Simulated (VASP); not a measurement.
# AlGa3N4 (P222) in VASP: further runs

AlGa3N4 is run at these levels: r2SCAN; tasks: single point.

Everything below comes from runs of VASP 6.6.1. Logs are shortened: lines on timing, memory, paths and dates and some standing lists are left out, and cuts for length are marked.

**1. The cell of the first run**

The structure is orthorhombic, space group P222 (No. 16). Conventional cell: a = 4.130 Å, b = 4.465 Å, c = 4.800 Å, α = 90.00°, β = 90.00°, γ = 90.00°. Within 2.5 Å of Al (site symmetry 222) lie 4 N at 1.90 Å. Within 2.6 Å of Ga (site symmetry 222) lie 4 N at 1.95 Å. Ga (site symmetry 222) has 4 N at 1.95 Å within 2.6 Å. Ga (site symmetry 222) has 4 N at 1.96 Å within 2.6 Å. N (site symmetry 1) has 1 Al at 1.90 Å and 3 Ga at 1.95 to 1.96 Å within 2.5 Å.

**2. Single point, r2SCAN (strain -0.0750 x Voigt [1, -1, 0, 0, 0, 0])**

POSCAR reads:

```
AlGa3N4
1.0
    4.1304436183      0.0000000000      0.0000000000
    0.0000000000      4.8002452861      0.0000000000
    0.0000000000      0.0000000000      4.4653444522
Al Ga N
1 3 4
Direct
    0.0000000000      0.0000000000      0.0000000000
    0.5000000000      0.5000000000      0.0000000000
    0.5000000000      0.0000000000      0.5000000000
    0.0000000000      0.5000000000      0.5000000000
    0.7553510553      0.7553510553      0.2446489447
    0.7553510553      0.2446489447      0.7553510553
    0.2446489447      0.7553510553      0.7553510553
    0.2446489447      0.2446489447      0.2446489447
```

INCAR.step1 reads:

```
SYSTEM = AlGa3N4
PREC = Accurate
ENCUT = 520
ISMEAR = 0
SIGMA = 0.05
LREAL = .False.
LASPH = .True.
NELM = 100
NBANDS = 41
GGA = PE
ALGO = Normal
EDIFF = 1E-4
LWAVE = .True.
LCHARG = .False.
```

INCAR.step2 reads:

```
SYSTEM = AlGa3N4
PREC = Accurate
ENCUT = 520
EDIFF = 1E-7
ISMEAR = 0
SIGMA = 0.05
LREAL = .False.
LASPH = .True.
NELM = 100
ALGO = Normal
ISIF = 2
LWAVE = .False.
LCHARG = .False.
METAGGA = R2SCAN
LMIXTAU = .True.
NBANDS = 41
ISTART = 1
```

KPOINTS reads:

```
regular mesh
0
Gamma
  6 6 6
  0 0 0
```

Potentials or basis: VASP PAW PBE potentials, release 64 (Al, Ga_d, N).

Launch:

```
$ cat potpaw_PBE.64/Al/POTCAR potpaw_PBE.64/Ga_d/POTCAR potpaw_PBE.64/N/POTCAR > POTCAR
$ cp INCAR.step1 INCAR
$ mpirun -np 1 vasp_std > vasp.out
$ cp INCAR.step2 INCAR
$ mpirun -np 1 vasp_std > vasp.out
```

OUTCAR:

```text
SYSTEM = AlGa3N4
   PREC = Accurate
   ENCUT = 520
   EDIFF = 1E-7
   ISMEAR = 0
   LREAL = .False.
   LASPH = .True.
   NELM = 100
   ISIF = 2
   METAGGA = R2SCAN
   ISTART = 1

 ion  position               nearest neighbor table
   1  0.000  0.000  0.000-   5 1.90   6 1.90   7 1.90   8 1.90   3 3.04   3 3.04   3 3.04   3 3.04

   2  0.500  0.500  0.000-   5 1.95   6 1.95   7 1.95   8 1.95
   3  0.500  0.000  0.500-   5 1.95   6 1.95   7 1.95   8 1.95   1 3.04   1 3.04   1 3.04   1 3.04

   4  0.000  0.500  0.500-   5 1.96   6 1.96   7 1.96   8 1.96
   5  0.755  0.755  0.245-   1 1.90   3 1.95   2 1.95   4 1.96
   6  0.755  0.245  0.755-   1 1.90   3 1.95   2 1.95   4 1.96
   7  0.245  0.755  0.755-   1 1.90   3 1.95   2 1.95   4 1.96
   8  0.245  0.245  0.245-   1 1.90   3 1.95   2 1.95   4 1.96

  LATTYP: Found a simple orthorhombic cell.
 ALAT       =     4.1304436183
 B/A-ratio  =     1.0810810811
 C/A-ratio  =     1.1621621622

  Lattice vectors:

 A1 = (  -4.1304436183,   0.0000000000,   0.0000000000)
 A2 = (   0.0000000000,   0.0000000000,   4.4653444522)
 A3 = (   0.0000000000,   4.8002452861,   0.0000000000)

Analysis of symmetry for initial positions (statically):
=====================================================================
 Subroutine PRICEL returns:
 Original cell was already a primitive cell.

 Routine SETGRP: Setting up the symmetry group for a
 simple orthorhombic supercell.

 Subroutine GETGRP returns: Found  4 space group operations
 (whereof  4 operations were pure point group operations)
 out of a pool of  8 trial point group operations.

The static configuration has the point symmetry D_2 .

Analysis of symmetry for dynamics (positions and initial velocities):
=====================================================================
 Subroutine PRICEL returns:
 Original cell was already a primitive cell.

 Routine SETGRP: Setting up the symmetry group for a
 simple orthorhombic supercell.

 Subroutine GETGRP returns: Found  4 space group operations
 (whereof  4 operations were pure point group operations)
 out of a pool of  8 trial point group operations.

The dynamic configuration has the point symmetry D_2 .

 Subroutine INISYM returns: Found  4 space group operations
 (whereof  4 operations are pure point group operations),
 and found     1 'primitive' translations

----------------------------------------------------------------------------------------

                                     Primitive cell

  volume of cell :      88.5350

  direct lattice vectors                    reciprocal lattice vectors
     4.130443618  0.000000000  0.000000000     0.242104745  0.000000000  0.000000000
     0.000000000  4.800245286  0.000000000     0.000000000  0.208322688  0.000000000
     0.000000000  0.000000000  4.465344452     0.000000000  0.000000000  0.223946889

  length of vectors
     4.130443618  4.800245286  4.465344452     0.242104745  0.208322688  0.223946889

  position of ions in fractional coordinates (direct lattice)
     0.000000000  0.000000000  0.000000000
     0.500000000  0.500000000  0.000000000
     0.500000000  0.000000000  0.500000000
     0.000000000  0.500000000  0.500000000
     0.755351055  0.755351055  0.244648945
     0.755351055  0.244648945  0.755351055
     0.244648945  0.755351055  0.755351055
     0.244648945  0.244648945  0.244648945

  ion indices of the primitive-cell ions
   primitive index   ion index
                 1           1
                 2           2
                 3           3
                 4           4
                 5           5
                 6           6
                 7           7
                 8           8

----------------------------------------------------------------------------------------

 KPOINTS: regular mesh

Automatic generation of k-mesh.
 Grid dimensions read from file:
 generate k-points for:    6    6    6

 Generating k-lattice:

  Cartesian coordinates                     Fractional coordinates (reciprocal lattice)
     0.040350791  0.000000000  0.000000000     0.166666667  0.000000000  0.000000000
     0.000000000  0.034720448  0.000000000     0.000000000  0.166666667  0.000000000
     0.000000000  0.000000000  0.037324482     0.000000000  0.000000000  0.166666667

  Length of vectors
     0.040350791  0.034720448  0.037324482

  Shift w.r.t. Gamma in fractional coordinates (k-lattice)
     0.000000000  0.000000000  0.000000000

 Subroutine IBZKPT returns following result:
 ===========================================

 Found     64 irreducible k-points:

 Following reciprocal coordinates:
            Coordinates               Weight
  0.000000  0.000000  0.000000      1.000000
  0.166667  0.000000  0.000000      2.000000
  0.333333  0.000000  0.000000      2.000000
  0.500000  0.000000  0.000000      1.000000
  0.000000  0.166667  0.000000      2.000000
  0.166667  0.166667  0.000000      4.000000
[... 16 lines left out ...]
  0.333333  0.166667  0.166667      8.000000
  0.500000  0.166667  0.166667      4.000000
 [... further k-points ...]
   k-points           NKPTS =     64   k-points in BZ     NKDIM =     64   number of bands    NBANDS=     41
   number of dos      NEDOS =    301   number of ions     NIONS =      8
   total plane-waves  NPLWV =  41472
   dimension x,y,z NGX =    32 NGY =   36 NGZ =   36
   dimension x,y,z NGXF=    64 NGYF=   72 NGZF=   72
   ions per type =               1   3   4
   NGX,Y,Z   is equivalent  to a cutoff of  12.88, 12.47, 13.40 a.u.
   NGXF,Y,Z  is equivalent  to a cutoff of  25.76, 24.94, 26.81 a.u.
 SYSTEM =  AlGa3N4
   PREC   = accura    normal or accurate (medium, high low for compatibility)
   ISTART =      1    job   : 0-new  1-cont  2-samecut
   ICHARG =      0    charge: 1-file 2-atom 10-const
   ISPIN  =      1    spin polarized calculation?
   LNONCOLLINEAR =      F non collinear calculations
   LSORBIT =      F    spin-orbit coupling
   LASPH  =      T    aspherical Exc in radial PAW
   ENCUT  =  520.0 eV  38.22 Ry    6.18 a.u.   7.68  8.93  8.30*2*pi/ulx,y,z
   NELM   =    100;   NELMIN=  2; NELMDL=  0     # of ELM steps
   EDIFF  = 0.1E-06   stopping-criterion for ELM
   LREAL  =      F    real-space projection
   EDIFFG = 0.1E-05   stopping-criterion for IOM
   NSW    =      0    number of steps for IOM
   IBRION =     -1    ionic relax: 0-MD 1-quasi-New 2-CG
   NFREE  =      0    steps in history (QN), initial steepest desc. (CG)
   ISIF   =      2    stress and relaxation
   ISYM   =      2    0-nonsym 1-usesym 2-fastsym
   POTIM  = 0.5000    time-step for ionic-motion
   TEBEG  =    0.0;   TEEND  =   0.0 temperature during run
   PSTRESS=    0.0 pullay stress
   NELECT =      62.0000    total number of electrons
   NUPDOWN=      -1.0000    fix difference up-down
   EMIN   =  10.00;   EMAX   =-10.00  energy-range for DOS
   EFERMI =   0.00;   METHOD = LEGACY
   ISMEAR =     0;   SIGMA  =   0.05  broadening in eV -4-tet -1-fermi 0-gaus
   EFERMI_NEDOS =   21; number of points for ismear=-14 and -15
   IALGO  =     38    algorithm
   IMIX   =      4    mixing-type and parameters
     AMIX     =   0.40;   BMIX     =  1.00
     AMIX_MAG =   1.60;   BMIX_MAG =  1.00
  volume/ion in A,a.u.               =      11.07        74.68
  Fermi-wavevector in a.u.,A,eV,Ry     =   1.453786  2.747256 28.755812  2.113493
  Thomas-Fermi vector in A             =   2.571012
   LORBIT       =      0    0 simple, 1 ext, 2 COOP (PROOUT), +10 PAW based schemes
   METAGGA = R2SCAN    functional components
   LHFCALC =     F    Hartree Fock is set to
   AEXX    =    0.0000 exact exchange contribution
   IVDW    =     0    specifies the selected vdW correction
   LEPSILON=     F    determine dielectric tensor
   LRPA    =     F    only Hartree local field effects (RPA)
 non-spin polarized calculation
 Gauss-broadening in eV      SIGMA  =   0.05
  energy-cutoff  :      520.00
  volume of cell :       88.54
 maximum number of plane-waves:      2411
 NGX is ok and might be reduce to    32
   NGX = 15   NGY = 17   NGZ = 17

 number of electron      61.9999991 magnetization

 Free energy of the ion-electron system (eV)
  ---------------------------------------------------
  ext. energy  EPLUGINS =         0.00000000
  ---------------------------------------------------
  free energy    TOTEN  =       -84.43757341 eV

  energy without entropy =      -84.43757341  energy(sigma->0) =      -84.43757341

 E-fermi :   5.7745     XC(G=0): -12.4282

 val. band max:        5.5743061688   @ k =   0.0000   0.0000   0.0000
 cond. band min:       8.0610156644   @ k =   0.0000   0.0000   0.0000
 fundamental gap:      2.4867094956
 Fermi energy:         5.7745071723

 k-point     1 :       0.0000    0.0000    0.0000
  band No.  band energies     occupation
      1     -11.2521      2.00000
      2      -9.8897      2.00000
      3      -9.8093      2.00000
      4      -9.8076      2.00000
      5      -8.3333      2.00000
      6      -8.3097      2.00000
[... 33 lines left out ...]
     40      17.0652      0.00000
     41      17.3370      0.00000

 k-point     2 :       0.1667    0.0000    0.0000
  band No.  band energies     occupation
      1     -11.1222      2.00000
      2      -9.8907      2.00000
      3      -9.8497      2.00000
      4      -9.8178      2.00000
      5      -8.3289      2.00000
      6      -8.2920      2.00000
[... 33 lines left out ...]
     40      16.8192      0.00000
     41      17.2291      0.00000

 k-point     3 :       0.3333    0.0000    0.0000
  band No.  band energies     occupation
      1     -10.7767      2.00000
      2     -10.0024      2.00000
      3      -9.8901      2.00000
      4      -9.8404      2.00000
      5      -8.3085      2.00000
      6      -8.2670      2.00000
[... 33 lines left out ...]
     40      16.8458      0.00000
     41      16.9768      0.00000

 k-point     4 :       0.5000    0.0000    0.0000
  band No.  band energies     occupation
      1     -10.4180      2.00000
      2     -10.2567      2.00000
      3      -9.8869      2.00000
      4      -9.8545      2.00000
      5      -8.2772      2.00000
      6      -8.2505      2.00000
[... 825 lines left out ...]
     40      16.6619      0.00000
     41      17.0643      0.00000

 k-point    23 :       0.3333    0.1667    0.1667
  band No.  band energies     occupation
      1     -10.6331      2.00000
      2      -9.9951      2.00000
      3      -9.9297      2.00000
      4      -9.8821      2.00000
      5      -8.3059      2.00000
      6      -8.2628      2.00000
[... 33 lines left out ...]
     40      16.5320      0.00000
     41      16.7228      0.00000

 k-point    24 :       0.5000    0.1667    0.1667
  band No.  band energies     occupation
      1     -10.3452      2.00000
      2     -10.1860      2.00000
      3      -9.9294      2.00000
      4      -9.8954      2.00000
      5      -8.2847      2.00000
      6      -8.2727      2.00000
[... 33 lines left out ...]
     40      16.4784      0.00000
     41      16.5893      0.00000

 [... further k-points ...]

------------------------ aborting loop because EDIFF is reached ----------------------------------------

  FORCE on cell =-STRESS in cart. coord.  units (eV):
  Direction    XX          YY          ZZ          XY          YZ          ZX
  --------------------------------------------------------------------------------------
  -------------------------------------------------------------------------------------
  Total        5.1614527     -6.4442912      2.2573284      0.0000000      0.0000000      0.0000000
  in kB       93.4044219   -116.6193582     40.8498288      0.0000000      0.0000000      0.0000000
  external PRESSURE =       5.8782975 kB  Pullay stress =       0.0000000 kB

 VOLUME and BASIS-vectors are now :
 -----------------------------------------------------------------------------
  energy-cutoff  :      520.00
  volume of cell :       88.54
      direct lattice vectors                 reciprocal lattice vectors
     4.130443618  0.000000000  0.000000000     0.242104745  0.000000000  0.000000000
     0.000000000  4.800245286  0.000000000     0.000000000  0.208322688  0.000000000
     0.000000000  0.000000000  4.465344452     0.000000000  0.000000000  0.223946889

 POSITION                                       TOTAL-FORCE (eV/Angst)
 -----------------------------------------------------------------------------------
      0.00000      0.00000      0.00000         0.000000      0.000000      0.000000
      2.06522      2.40012      0.00000         0.000000      0.000000      0.000000
      2.06522      0.00000      2.23267         0.000000      0.000000      0.000000
      0.00000      2.40012      2.23267         0.000000      0.000000      0.000000
      3.11993      3.62587      1.09244         0.135976     -0.033924     -0.032106
      3.11993      1.17437      3.37290         0.135976      0.033924      0.032106
      1.01051      3.62587      3.37290        -0.135976     -0.033924      0.032106
      1.01051      1.17437      1.09244        -0.135976      0.033924     -0.032106
 -----------------------------------------------------------------------------------
    total drift:                               -0.000000      0.000000     -0.000000

  FREE ENERGIE OF THE ION-ELECTRON SYSTEM (eV)
  ---------------------------------------------------
  free  energy   TOTEN  =       -84.4375734062 eV

  energy  without entropy=      -84.4375734062  energy(sigma->0) =      -84.43757341
```

Wall time 18 min (1 thread of Intel Xeon 8259CL, shared host); peak memory 0.33 GiB.

Results:

```
Free energy            : -84.4376 eV
Pressure               : 0.6 GPa
Largest force          : 0.144 eV/Å
Band gap on the k mesh : 2.49 eV
```

Forces in eV/Å, atoms in the order of the input:
```
Al   0.000  0.000  0.000
Ga   0.000  0.000  0.000
Ga   0.000  0.000  0.000
Ga   0.000  0.000  0.000
N    0.136 -0.034 -0.032
N    0.136  0.034  0.032
N   -0.136 -0.034  0.032
N   -0.136  0.034 -0.032
```

Stress tensor (GPa, compression positive):
```
  9.34   0.00   0.00
  0.00 -11.66   0.00
  0.00   0.00   4.08
```

Levels at points of the mesh, in eV from the valence-band top:
```tsv
k point	band 27	band 28	band 29	band 30	band 31	band 32	band 33	band 34	band 35	band 36
(0.00, 0.00, 0.00)	-2.23	-2.16	-0.69	-0.22	0.00	2.49	3.29	3.68	4.21	5.90
(0.50, 0.00, 0.00)	-2.88	-2.29	-2.09	-1.96	-1.76	5.43	5.60	7.20	7.28	7.48
(0.00, 0.50, 0.00)	-3.66	-1.45	-1.33	-1.15	-1.02	5.11	5.12	5.95	6.00	8.25
(0.50, 0.50, 0.00)	-3.35	-1.47	-1.35	-1.22	-1.01	6.67	6.72	6.95	7.76	7.91
(0.00, 0.00, 0.50)	-3.14	-1.97	-1.65	-1.62	-1.31	5.07	5.19	6.43	6.56	8.22
(0.50, 0.00, 0.50)	-3.76	-0.88	-0.78	-0.75	-0.46	7.12	7.22	7.33	7.96	8.05
(0.00, 0.50, 0.50)	-2.84	-1.82	-1.81	-1.67	-1.39	6.53	6.64	6.76	7.14	7.36
(0.50, 0.50, 0.50)	-1.57	-0.87	-0.61	-0.56	-0.49	4.83	4.85	4.93	6.07	9.48
```

Caveat: the cell differs from its parent crystal (strain -0.0750 x Voigt [1, -1, 0, 0, 0, 0]); the stress differs along the axes, from -12 to 9 GPa; the PAW data sets were made with another functional, which shifts forces and pressure a little.

**3. Single point, r2SCAN (strain +0.0562 x Voigt [1, -1, 0, 0, 0, 0])**

POSCAR: that of step 2 with these lines changed.

```diff
@@ -2,4 +2,4 @@
 1.0
-    4.1304436183      0.0000000000      0.0000000000
-    0.0000000000      4.8002452861      0.0000000000
+    4.7162968104      0.0000000000      0.0000000000
+    0.0000000000      4.2143920940      0.0000000000
     0.0000000000      0.0000000000      4.4653444522
```

INCAR.step1 reads:

```
SYSTEM = AlGa3N4
PREC = Accurate ; ENCUT = 520
ISMEAR = 0 ; SIGMA = 0.05
LREAL = .False. ; LASPH = .True.
NELM = 80 ; NBANDS = 41
GGA = PE ; ALGO = Normal
EDIFF = 1E-4 ; LWAVE = .True.
LCHARG = .False.
```

INCAR.step2 reads:

```
SYSTEM = AlGa3N4
PREC = Accurate ; ENCUT = 520
EDIFF = 1E-7 ; ISMEAR = 0
SIGMA = 0.05 ; LREAL = .False.
LASPH = .True. ; NELM = 80
ALGO = Normal ; ISIF = 2
LWAVE = .False. ; LCHARG = .True.
METAGGA = R2SCAN ; LMIXTAU = .True.
LELF = .True. ; LVHAR = .True.
NBANDS = 41 ; ISTART = 1
```

KPOINTS reads:

```
Automatic mesh
0
Gamma
  6 6 6
  0 0 0
```

Potentials or basis: VASP PAW PBE potentials, release 64 (Al, Ga_d, N).

Launch:

```
$ cat potpaw_PBE.64/Al/POTCAR potpaw_PBE.64/Ga_d/POTCAR potpaw_PBE.64/N/POTCAR > POTCAR
$ cp INCAR.step1 INCAR
$ mpirun -np 1 vasp_std > vasp.out
$ cp INCAR.step2 INCAR
$ mpirun -np 1 vasp_std > vasp.out
```

It took 18 min on 1 thread of Intel Xeon 8259CL, shared host; peak memory 0.33 GiB.

It converged, with:

```
Free energy            : -84.6271 eV
Pressure               : 0.6 GPa
Largest force          : 0.121 eV/Å
Band gap on the k mesh : 2.57 eV
```

Forces on the atoms (eV/Å):
```
Al   0.000  0.000  0.000
Ga   0.000  0.000  0.000
Ga   0.000  0.000  0.000
Ga   0.000  0.000  0.000
N   -0.016  0.114 -0.038
N   -0.016 -0.114  0.038
N    0.016  0.114  0.038
N    0.016 -0.114 -0.038
```

Stress tensor (GPa, compression positive):
```
-8.05  0.00  0.00
 0.00  7.35  0.00
 0.00  0.00  2.63
```

Levels at points of the mesh, in eV from the valence-band top:
```csv
k point,band 27,band 28,band 29,band 30,band 31,band 32,band 33,band 34,band 35,band 36
"(0.00, 0.00, 0.00)",-2.31,-2.27,-0.51,-0.18,0.00,2.57,3.42,3.72,4.11,6.24
"(0.50, 0.00, 0.00)",-3.46,-1.49,-1.39,-1.18,-1.08,5.17,5.19,6.13,6.17,8.36
"(0.00, 0.50, 0.00)",-2.86,-2.11,-1.96,-1.78,-1.64,5.41,5.57,7.08,7.13,7.74
"(0.50, 0.50, 0.00)",-3.28,-1.35,-1.26,-1.15,-0.90,6.90,6.98,7.16,7.84,7.89
"(0.00, 0.00, 0.50)",-3.08,-1.87,-1.61,-1.55,-1.30,5.18,5.29,6.51,6.61,8.27
"(0.50, 0.00, 0.50)",-2.91,-1.62,-1.61,-1.51,-1.20,6.76,6.90,7.00,7.35,7.48
"(0.00, 0.50, 0.50)",-3.59,-0.91,-0.83,-0.81,-0.50,7.18,7.31,7.40,7.99,8.13
"(0.50, 0.50, 0.50)",-1.37,-0.90,-0.66,-0.61,-0.54,5.07,5.10,5.16,6.37,9.54
```

Caveat: the cell differs from its parent crystal (strain +0.0562 x Voigt [1, -1, 0, 0, 0, 0]); the stress differs along the axes, from -8 to 7 GPa; the PAW data sets were made with another functional, which shifts forces and pressure a little.
